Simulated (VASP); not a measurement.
# Bi2Te3 in VASP: a series of runs, part 2 of 2

VASP 6.6.1. The steps go on from the part before.

## (3) Single point, RPBE

This run uses another cell than the first one, of 44.76 Å³/atom.

Contents of INCAR:

```
SYSTEM = Bi2Te3
PREC = Accurate
ENCUT = 520
EDIFF = 1E-6
ISMEAR = -1
SIGMA = 0.05
LREAL = .FALSE.
LASPH = .TRUE.
NELM = 100
ALGO = Normal
ISIF = 2
LWAVE = .FALSE.
LCHARG = .FALSE.
GGA = RP
NBANDS = 32
```

Contents of KPOINTS:

```
Automatic mesh
0
G
  7 7 7
  0 0 0
```

Contents of POSCAR:

```
Bi2Te3
1.0
    2.2429510528      1.2949683941     12.8421637113
   -2.2429510528      1.2949683941     12.8421637113
    0.0000000000     -2.5899367883     12.8421637113
Bi Te
2 3
Direct
    0.6127056357      0.6127056357      0.6127056357
    0.3872943643      0.3872943643      0.3872943643
    0.7651734515      0.7651734515      0.7651734515
    0.2348265485      0.2348265485      0.2348265485
    0.0000000000      0.0000000000      0.0000000000
```

Potentials or basis: VASP PAW PBE potentials, release 64 (Bi_d, Te).

Launch:

```
> cat potpaw_PBE.64/Bi_d/POTCAR potpaw_PBE.64/Te/POTCAR > POTCAR
> mpirun -np 1 vasp_std > vasp.out
```

OUTCAR:

```text
SYSTEM = Bi2Te3
   PREC = Accurate
   ENCUT = 520
   EDIFF = 1E-6
   ISMEAR = -1
   LREAL = .FALSE.
   LASPH = .TRUE.
   NELM = 100
   ISIF = 2
   GGA = RP

 ion  position               nearest neighbor table
   1  0.613  0.613  0.613-   4 3.11   4 3.11   4 3.11   5 3.32   5 3.32   5 3.32
   2  0.387  0.387  0.387-   3 3.11   3 3.11   3 3.11   5 3.32   5 3.32   5 3.32
   3  0.765  0.765  0.765-   2 3.11   2 3.11   2 3.11
   4  0.235  0.235  0.235-   1 3.11   1 3.11   1 3.11
   5  0.000  0.000  0.000-   1 3.32   1 3.32   2 3.32   2 3.32   1 3.32   2 3.32

  LATTYP: Found a trigonal (rhomboedric) cell.
 ALAT       =    13.1007229325
 COS(alpha) =     0.9413755118

  Lattice vectors:

 A1 = (   2.2429510528,   1.2949683941,  12.8421637113)
 A2 = (  -2.2429510528,   1.2949683941,  12.8421637113)
 A3 = (   0.0000000000,  -2.5899367883,  12.8421637113)

Analysis of symmetry for initial positions (statically):
=====================================================================
 Subroutine PRICEL returns:
 Original cell was already a primitive cell.

 Routine SETGRP: Setting up the symmetry group for a
[... 170 lines left out ...]
  free energy    TOTEN  =       -16.79053628 eV

  energy without entropy =      -16.79052858  energy(sigma->0) =      -16.79053243

 E-fermi :   3.4359     XC(G=0):  -7.6319

 val. band max:        2.9089631163   @ k =   0.4286   0.4286   0.2857
 cond. band min:       3.8574350550   @ k =   0.0000   0.0000   0.0000
 fundamental gap:      0.9484719387
 Fermi energy:         3.4358978688

 k-point     1 :       0.0000    0.0000    0.0000
  band No.  band energies     occupation
      1     -19.7479      2.00000
      2     -19.7479      2.00000
      3     -19.7474      2.00000
      4     -19.7474      2.00000
      5     -19.7463      2.00000
      6     -19.7455      2.00000
[... 829 lines left out ...]
     31       8.1467      0.00000
     32       8.3372      0.00000

 [... further k-points ...]
[... 5 lines left out ...]
  --------------------------------------------------------------------------------------
  -------------------------------------------------------------------------------------
  Total       -0.0287784     -0.0287784      0.0373567      0.0000000     -0.0000000      0.0000000
  in kB       -0.2060194     -0.2060194      0.2674307      0.0000000     -0.0000000      0.0000000
  external PRESSURE =      -0.0482027 kB  Pullay stress =       0.0000000 kB

 VOLUME and BASIS-vectors are now :
 -----------------------------------------------------------------------------
  energy-cutoff  :      520.00
  volume of cell :      223.80
      direct lattice vectors                 reciprocal lattice vectors
     2.242951053  1.294968394 12.842163711     0.222920602  0.128703270  0.025956166
    -2.242951053  1.294968394 12.842163711    -0.222920602  0.128703270  0.025956166
     0.000000000 -2.589936788 12.842163711     0.000000000 -0.257406540  0.025956166

 POSITION                                       TOTAL-FORCE (eV/Angst)
 -----------------------------------------------------------------------------------
      0.00000     -0.00000     23.60540         0.000000     -0.000000      0.007656
      0.00000     -0.00000     14.92109         0.000000      0.000000     -0.007656
      0.00000     -0.00000     29.47945         0.000000     -0.000000      0.006755
      0.00000     -0.00000      9.04704         0.000000      0.000000     -0.006755
      0.00000      0.00000      0.00000         0.000000      0.000000      0.000000
 -----------------------------------------------------------------------------------
    total drift:                                0.000000      0.000000      0.000000

  FREE ENERGIE OF THE ION-ELECTRON SYSTEM (eV)
  ---------------------------------------------------
  free  energy   TOTEN  =       -16.7905362789 eV

  energy  without entropy=      -16.7905285809  energy(sigma->0) =      -16.79053243
```

OSZICAR:

```text
N       E                     dE             d eps       ncg     rms          rms(c)
DAV:   1     0.418568658962E+03    0.41857E+03   -0.21091E+04  2824   0.136E+03
DAV:   2     0.245326643628E+02   -0.39404E+03   -0.37898E+03  3104   0.345E+02
DAV:   3    -0.154918513039E+02   -0.40025E+02   -0.38861E+02  3648   0.128E+02
DAV:   4    -0.170812662272E+02   -0.15894E+01   -0.15862E+01  3200   0.280E+01
DAV:   5    -0.171497927894E+02   -0.68527E-01   -0.68524E-01  4288   0.556E+00    0.585E+00
DAV:   6    -0.167658797592E+02    0.38391E+00   -0.50886E-01  3760   0.523E+00    0.454E+00
DAV:   7    -0.167785287085E+02   -0.12649E-01   -0.26987E-01  3320   0.217E+00    0.184E+00
DAV:   8    -0.167889936631E+02   -0.10465E-01   -0.43934E-02  3472   0.101E+00    0.702E-01
DAV:   9    -0.167897154124E+02   -0.72175E-03   -0.22317E-03  3560   0.419E-01    0.341E-01
DAV:  10    -0.167904409017E+02   -0.72549E-03   -0.19629E-03  3416   0.210E-01    0.850E-02
DAV:  11    -0.167905067319E+02   -0.65830E-04   -0.17928E-04  3440   0.770E-02    0.443E-02
DAV:  12    -0.167905261877E+02   -0.19456E-04   -0.56832E-05  3056   0.328E-02    0.162E-02
DAV:  13    -0.167905361226E+02   -0.99349E-05   -0.19214E-05  3360   0.298E-02    0.484E-03
DAV:  14    -0.167905362789E+02   -0.15626E-06   -0.13991E-06  2216   0.785E-03
   1 F= -.16790536E+02 E0= -.16790532E+02  d E =-.769794E-05
```

Run time: 44 min. Hardware: 1 thread of AMD EPYC 7R13 (Zen 3), shared host; peak memory 1.6 GiB.

Results:

- Free energy: -16.7905 eV
- Pressure: 0.0 GPa
- Largest force: 0.008 eV/Å
- Band gap on the k mesh: 0.95 eV (least direct gap 1.19 eV)

Forces in eV/Å, atoms in the order of the input:
```
Bi   0.000  0.000  0.008
Bi   0.000  0.000 -0.008
Te   0.000  0.000  0.007
Te   0.000  0.000 -0.007
Te   0.000  0.000  0.000
```

Levels at points of the mesh, in eV from the valence-band top:
```tsv
k point	band 22	band 23	band 24	band 25	band 26	band 27
(0.00, 0.00, 0.00)	-0.34	-0.25	-0.25	0.95	1.61	1.61
```

Caveat: the PAW data sets were made with another functional, which shifts forces and pressure a little; spin-orbit coupling is left out, which moves the levels of the heavy elements. A k mesh can miss the band edges.

## (4) Single point, PBE (atoms moved at random)

Contents of INCAR:

```
ALGO = Normal
EDIFF = 1E-6
ENCUT = 520
GGA = PE
ISIF = 2
ISMEAR = -1
LASPH = True
LCHARG = True
LELF = True
LREAL = False
LVHAR = True
LWAVE = False
NBANDS = 32
NELM = 100
PREC = Accurate
SIGMA = 0.05
```

Contents of KPOINTS:

```
k-points
0
Gamma
  7 7 7
```

Contents of POSCAR:

```
Bi2Te3
1.0
    2.1930000000      1.2661291403     10.1656666667
   -2.1930000000      1.2661291403     10.1656666667
    0.0000000000     -2.5322582807     10.1656666667
Bi Te
2 3
Direct
    0.6053920000      0.6019640000      0.5934390000
    0.3995250000      0.4038230000      0.3970330000
    0.7946950000      0.7851570000      0.7925540000
    0.2116570000      0.2085570000      0.2061240000
    0.0036430000      0.0033800000     -0.0061640000
```

Potentials or basis: VASP PAW PBE potentials, release 64 (Bi_d, Te).

Launch:

```
> cat potpaw_PBE.64/Bi_d/POTCAR potpaw_PBE.64/Te/POTCAR > POTCAR
> mpirun -np 1 vasp_std > vasp.out
```

OUTCAR:

```text
EDIFF = 1E-6
   ENCUT = 520
   GGA = PE
   ISIF = 2
   ISMEAR = -1
   LASPH = True
   LREAL = False
   NELM = 100
   PREC = Accurate

 ion  position               nearest neighbor table
   1  0.605  0.602  0.593-   4 3.08   4 3.09   4 3.10   5 3.24   5 3.25   5 3.25
   2  0.400  0.404  0.397-   3 3.06   3 3.06   3 3.11   5 3.23   5 3.24   5 3.26
   3  0.795  0.785  0.793-   2 3.06   2 3.06   2 3.11   4 3.60   4 3.62   4 3.63
   4  0.212  0.209  0.206-   1 3.08   1 3.09   1 3.10   3 3.60   3 3.62   3 3.63
   5  0.004  0.003  0.994-   2 3.23   2 3.24   1 3.24   1 3.25   1 3.25   2 3.26

  LATTYP: Found a trigonal (rhomboedric) cell.
 ALAT       =    10.4763118882
 COS(alpha) =     0.9123624111

  Lattice vectors:

 A1 = (   2.1930000000,   1.2661291403,  10.1656666667)
 A2 = (  -2.1930000000,   1.2661291403,  10.1656666667)
 A3 = (   0.0000000000,  -2.5322582807,  10.1656666667)

Analysis of symmetry for initial positions (statically):
=====================================================================
 Subroutine PRICEL returns:
 Original cell was already a primitive cell.

 Routine SETGRP: Setting up the symmetry group for a
 trigonal (rhombohedral) supercell.

 Subroutine GETGRP returns: Found  1 space group operations
 (whereof  1 operations were pure point group operations)
 out of a pool of 12 trial point group operations.

The static configuration has the point symmetry C_1 .

Analysis of symmetry for dynamics (positions and initial velocities):
=====================================================================
 Subroutine PRICEL returns:
 Original cell was already a primitive cell.

 Routine SETGRP: Setting up the symmetry group for a
 trigonal (rhombohedral) supercell.

 Subroutine GETGRP returns: Found  1 space group operations
 (whereof  1 operations were pure point group operations)
 out of a pool of 12 trial point group operations.

[... 119 lines left out ...]
   EMIN   =  10.00;   EMAX   =-10.00  energy-range for DOS
   EFERMI =   0.00;   METHOD = LEGACY
   ISMEAR =    -1;   SIGMA  =   0.05  broadening in eV -4-tet -1-fermi 0-gaus
   EFERMI_NEDOS =   21; number of points for ismear=-14 and -15
   IALGO  =     38    algorithm
   IMIX   =      4    mixing-type and parameters
     AMIX     =   0.40;   BMIX     =  1.00
     AMIX_MAG =   1.60;   BMIX_MAG =  1.00
  volume/ion in A,a.u.               =      33.87       228.58
  Fermi-wavevector in a.u.,A,eV,Ry     =   1.075360  2.032136 15.733774  1.156400
  Thomas-Fermi vector in A             =   2.211215
   LORBIT       =      0    0 simple, 1 ext, 2 COOP (PROOUT), +10 PAW based schemes
   GGA     = PE    functional components
   LHFCALC =     F    Hartree Fock is set to
   AEXX    =    0.0000 exact exchange contribution
   IVDW    =     0    specifies the selected vdW correction
   LEPSILON=     F    determine dielectric tensor
   LRPA    =     F    only Hartree local field effects (RPA)
 non-spin polarized calculation
  energy-cutoff  :      520.00
  volume of cell :      169.36
 maximum number of plane-waves:      4577
 NGX is ok and might be reduce to    80
   NGX = 39   NGY = 39   NGZ = 39

 number of electron      48.0000003 magnetization

 Free energy of the ion-electron system (eV)
  ---------------------------------------------------
  ext. energy  EPLUGINS =         0.00000000
  ---------------------------------------------------
  free energy    TOTEN  =       -18.32958852 eV

  energy without entropy =      -18.32942168  energy(sigma->0) =      -18.32950510

 E-fermi :   6.3755     XC(G=0):  -9.3328

 val. band max:        6.2297977750   @ k =   0.0000   0.0000   0.0000
 cond. band min:       6.5170901910   @ k =   0.0000   0.0000   0.0000
 fundamental gap:      0.2872924160
 Fermi energy:         6.3755181460

 k-point     1 :       0.0000    0.0000    0.0000
  band No.  band energies     occupation
      1     -16.9943      2.00000
      2     -16.9938      2.00000
      3     -16.9883      2.00000
      4     -16.9880      2.00000
      5     -16.9862      2.00000
      6     -16.9821      2.00000
[... 829 lines left out ...]
     31      10.4677      0.00000
     32      11.1340      0.00000

 [... further k-points ...]
[... 5 lines left out ...]
  --------------------------------------------------------------------------------------
  -------------------------------------------------------------------------------------
  Total        1.8660604      1.9476890      1.5917185      0.0674700      0.0779497     -0.1334996
  in kB       17.6535693     18.4258042     15.0582011      0.6382890      0.7374306     -1.2629518
  external PRESSURE =      17.0458582 kB  Pullay stress =       0.0000000 kB

 VOLUME and BASIS-vectors are now :
 -----------------------------------------------------------------------------
  energy-cutoff  :      520.00
  volume of cell :      169.36
      direct lattice vectors                 reciprocal lattice vectors
     2.193000000  1.266129140 10.165666667     0.227998176  0.131634808  0.032790111
    -2.193000000  1.266129140 10.165666667    -0.227998176  0.131634808  0.032790111
     0.000000000 -2.532258281 10.165666667     0.000000000 -0.263269617  0.032790111

 POSITION                                       TOTAL-FORCE (eV/Angst)
 -----------------------------------------------------------------------------------
      0.00752      0.02593     18.30628        -0.023934     -0.025371     -0.165054
     -0.00943      0.01175     12.20267         0.071101     -0.023326      0.064083
      0.02092     -0.00665     24.11709        -0.090375      0.069441     -0.060703
      0.00680      0.01009      6.36714         0.013782      0.035073      0.193427
      0.00058     -2.50776     10.17440         0.029425     -0.055818     -0.031754
 -----------------------------------------------------------------------------------
    total drift:                                0.000027     -0.000005     -0.000167

  FREE ENERGIE OF THE ION-ELECTRON SYSTEM (eV)
  ---------------------------------------------------
  free  energy   TOTEN  =       -18.3295885215 eV

  energy  without entropy=      -18.3294216783  energy(sigma->0) =      -18.32950510
```

stdout:

```text
POSCAR found type information on POSCAR BiTe
 POSCAR found :  2 types and       5 ions
 scaLAPACK will be used
 LDA part: xc-table for (Slater+PW92), standard interpolation
 POSCAR, INCAR and KPOINTS ok, starting setup
 FFT: planning ... GRIDC
 FFT: planning ... GRID_SOFT
 FFT: planning ... GRID
 WAVECAR not read
 entering main loop
```

Run time: 1.8 h. Hardware: 1 thread of Oxide Virtual Turin-like, shared host; peak memory 1.4 GiB.

What came out:

```
Free energy            : -18.3296 eV
Pressure               : 1.7 GPa
Largest force          : 0.197 eV/Å
Band gap on the k mesh : 0.29 eV
```

Forces in eV/Å, atoms in the order of the input:
```
Bi  -0.024 -0.025 -0.165
Bi   0.071 -0.023  0.064
Te  -0.090  0.069 -0.061
Te   0.014  0.035  0.193
Te   0.029 -0.056 -0.032
```

Stress tensor (GPa, compression positive):
```
 1.77  0.06 -0.13
 0.06  1.84  0.07
-0.13  0.07  1.51
```

Levels at points of the mesh, in eV from the valence-band top:
```
           k point  band 20  band 21  band 22  band 23  band 24  band 25  band 26  band 27  band 28  band 29
(0.00, 0.00, 0.00)    -1.70    -1.66    -0.87    -0.85     0.00     0.29     0.60     0.65     1.98     2.08
```

Caveat: the cell differs from its parent crystal (atoms moved at random); spin-orbit coupling is left out, which moves the levels of the heavy elements.

## (5) Summary

```tsv
level	cell	k mesh	gap on the mesh (eV)	pressure (GPa)	largest force (eV/Å)
PBE	a = 10.476 Å, angles 24.2°, 5 atoms, atomic positions A	6 × 6 × 6	0.28	1.9	0.02
RPBE	a = 13.101 Å, angles 19.7°, 5 atoms, atomic positions B	7 × 7 × 7	0.95	0.0	0.01
PBE	a = 10.476 Å, angles 24.2°, 5 atoms, atomic positions C	7 × 7 × 7	0.29	1.7	0.20
```

Alike in all rows: task single point; potentials or basis VASP PAW PBE potentials, release 64 (Bi_d, Te); no spin polarisation; cutoff (eV) 520; smearing fermi-dirac 0.05 eV.

Caveats: spin-orbit coupling is left out, which moves the levels of the heavy elements; the PAW data sets were made with another functional, which shifts forces and pressure a little (at least some runs).

Absolute energies hang on the potentials; compare differences alone.
